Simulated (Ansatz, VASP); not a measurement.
# One calculation of LaH3, two programs

```
CELL_PARAMETERS angstrom
0.00000 2.71964 2.71964
2.71964 0.00000 2.71964
2.71964 2.71964 0.00000
ATOMIC_POSITIONS crystal
La 0.00000 0.00000 0.00000
H 0.50000 0.50000 0.50000
H 0.75000 0.75000 0.75000
H 0.25000 0.25000 0.25000
```

Alike in both runs: functional PBEsol; dispersion D3(BJ); k mesh 7 × 7 × 7; occupations fermi-dirac, width 0.05 eV; no spin polarisation.

Ansatz relaxed the structure, and its values are those at the end. VASP's run is a single point on that final structure, the one shown.

|  | VASP | Ansatz |
| --- | --- | --- |
| version | VASP 6.6.1 | Ansatz 0.2.0 |
| potentials or method | VASP PAW PBE potentials, release 64 (La, H) | plane waves, PAW |
| plane-wave cutoff (eV) | 500 | 420 |
| valence electrons in the cell | 14 | 14 |

|  | VASP | Ansatz | Ansatz less VASP |
| --- | --- | --- | --- |
| pressure (GPa) | -0.3 | 0.0 | +0.26 |

VASP's potentials were made for PBE, not for PBEsol.

Neither program's run includes spin-orbit coupling.
